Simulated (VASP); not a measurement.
# CdS (Hawleyite): single point with BLYP

CdS (Hawleyite):

```xyz
2
Lattice="0.0000 2.8771 2.8771 2.8771 0.0000 2.8771 2.8771 2.8771 0.0000" Properties=species:S:1:pos:R:3 pbc="T T T"
Cd    0.0000    0.0000    0.0000
S     4.3156    4.3156    4.3156
```

This cell differs from its parent crystal: volume scaled by 0.96.

```json
{
  "Program": "VASP 6.6.1",
  "Task": "single point",
  "Functional": "BLYP",
  "Potentials or basis": "VASP PAW PBE potentials, release 64 (Cd, S)",
  "Cutoff": "500 eV",
  "k mesh": "8 × 8 × 8",
  "Occupations": "fermi-dirac, width 0.1 eV",
  "Spin": "non-collinear spin, zero start, spin-orbit coupling",
  "Starting moments": "[[0.0, 0.0, 0.0], [0.0, 0.0, 0.0]] μB"
}
```

```
Pressure                                              : 9.8 GPa
Net moment                                            : 0.00 μB per cell
Valence electrons inside the program's atomic spheres : Cd 10.37; S 3.77
```

Moments on the atoms (μB; x, y, z):
```
Cd  0.00 0.00 0.00
S   0.00 0.00 0.00
```

It took 110 s on 1 thread of AMD EPYC 7R43 64-Core Processor (Zen 3) (shared host), peak memory 0.28 GiB.

Caveat: the PAW data sets were made with another functional, which shifts forces and pressure a little.
